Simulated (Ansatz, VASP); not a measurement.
# Two plane-wave programs on SnO2

```
Sn O
1.0
     4.82703    0.00000    0.00000
     0.00000    4.82703    0.00000
     0.00000    0.00000    3.23829
Sn O
2 4
Cartesian
  0.0000 0.0000 0.0000
  2.4135 2.4135 1.6191
  1.4798 1.4798 0.0000
  3.3472 3.3472 0.0000
  3.8933 0.9337 1.6191
  0.9337 3.8933 1.6191
```

Alike in both runs: functional PBE; k mesh 7 × 7 × 11; occupations fermi-dirac, width 0.08 eV; no spin polarisation.

Ansatz relaxed the structure, and its values are those at the end. VASP's run is a single point on that final structure, the one shown.

```csv
,VASP,Ansatz
version,VASP 6.6.1,Ansatz 0.2.0
potentials or method,"VASP PAW PBE potentials, release 64 (Sn_d, O)","PAW with Ansatz's default frozen-core files, scalar-relativistic"
plane-wave cutoff (eV),520,420
valence electrons in the cell,52,52
```

```csv
,VASP,Ansatz,Ansatz less VASP
pressure (GPa),0.6,0.0,-0.61
rms of the force components (eV/Å),0.008,0.000,-0.0074
```

The functional is the same, so the differences come from potentials, cutoffs and numerics.
